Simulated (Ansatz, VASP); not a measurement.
# PbSe in VASP and in Ansatz

File INCAR:

```
  PREC = Accurate
  ENCUT = 600
  EDIFF = 1E-7
  ISMEAR = 0
  SIGMA = 0.01
  LREAL = False
  LASPH = True
  NELM = 100
  ALGO = Normal
  ISIF = 3
  LWAVE = False
  LCHARG = False
  GGA = PE
  IBRION = 2
  NSW = 80
  EDIFFG = -0.001
```

The input KPOINTS:

```
regular mesh
0
Gamma
  8 8 4
```

The input POSCAR:

```
PbSe
1.0
    2.1320823001     -3.6986445919      0.0000000000
    2.1320823001      3.6986445919      0.0000000000
    0.0000000000      0.0000000000      7.9266649637
Pb Se
2 2
Direct
    0.8331975134      0.1668024866      0.7278594455
    0.1668024866      0.8331975134      0.2278594455
    0.4999401503      0.5000598497      0.0219901382
    0.5000598497      0.4999401503      0.5219901382
```

Input for Ansatz:

```yaml
crystal:
  lattice:
    - [2.1320823001, -3.6986445919, 0.0]
    - [2.1320823001, 3.6986445919, 0.0]
    - [0.0, 0.0, 7.9266649637]
  atoms:
    - { symbol: Pb, position: [0.8331975134, 0.1668024866, 0.7278594455] }
    - { symbol: Pb, position: [0.1668024866, 0.8331975134, 0.2278594455] }
    - { symbol: Se, position: [0.4999401503, 0.5000598497, 0.0219901382] }
    - { symbol: Se, position: [0.5000598497, 0.4999401503, 0.5219901382] }
basis:
  ecutwfc: 420
kpoints:
  mp_grid: { grid: [8, 8, 4] }
hamiltonian:
  xc: pbe
scf:
  occupations: { method: fixed }
output:
  forces: true
  stress: true
  eigenvalues: true
relax:
  adjacent_minimum: "off"
  f_tol: 0.001
  max_steps: 60
  cell: { stress_tol: 0.01 }
```

Alike in both runs: task relaxation of cell and atoms; functional PBE; k mesh 8 × 8 × 4; no spin polarisation.

```csv
,VASP,Ansatz
version,VASP 6.6.1,Ansatz 0.2.0
potentials or method,"VASP PAW PBE potentials, release 64 (Pb_d, Se), cutoff 600 eV","scalar-relativistic, plane waves, PAW"
occupations,"gaussian, width 0.01 eV",fixed
valence electrons in the cell,40,60
```

Ansatz gave:

```
gap on the k mesh at the Fermi level, each at its own relaxed structure (eV) : 0.72
relaxed volume (Å³/atom)                                                     : 31.25
relaxed cell length with the largest relative difference (Å)                 : 7.926
```

Question: Which values does VASP return?

Answer: gap on the k mesh at the Fermi level, each at its own relaxed structure (eV): 0.71; relaxed volume (Å³/atom): 31.22; relaxed cell length with the largest relative difference (Å): 7.914.

VASP's potentials hold 40 valence electrons a cell and Ansatz's 60, so a difference there can come from the potentials and not from the codes.

Spin-orbit coupling is off throughout.
